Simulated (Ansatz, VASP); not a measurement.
## NaH: VASP beside Ansatz

```
CELL_PARAMETERS angstrom
0.00000 2.34562 2.34562
2.34562 0.00000 2.34562
2.34562 2.34562 0.00000
ATOMIC_POSITIONS crystal
Na 0.00000 0.00000 0.00000
H 0.50000 0.50000 0.50000
```

Alike in both runs: functional LDA; k mesh 8 × 8 × 8; occupations gaussian, width 0.02 eV; no spin polarisation.

Ansatz relaxed the structure, and its values are those at the end. VASP's run is a single point on that final structure, the one shown.

|  | VASP | Ansatz |
| --- | --- | --- |
| version | VASP 6.6.1 | Ansatz 0.2.0 |
| potentials or method | VASP PAW LDA potentials, release 64 (Na_pv, H), cutoff 520 eV | scalar-relativistic, plane waves, PAW |
| valence electrons in the cell | 8 | 10 |

|  | VASP | Ansatz | Ansatz less VASP |
| --- | --- | --- | --- |
| gap on the k mesh at the Fermi level (eV) | 3.54 | 3.55 | +0.002 |
| least direct gap on the mesh (eV) | 4.50 | 4.51 | +0.004 |
| pressure (GPa) | -0.1 | 0.0 | +0.05 |

LDA's correlation is that of Perdew and Zunger in VASP and of Perdew and Wang (1992) in Ansatz. VASP's potentials hold 8 valence electrons a cell and Ansatz's 10, so a difference there can come from the potentials and not from the codes.
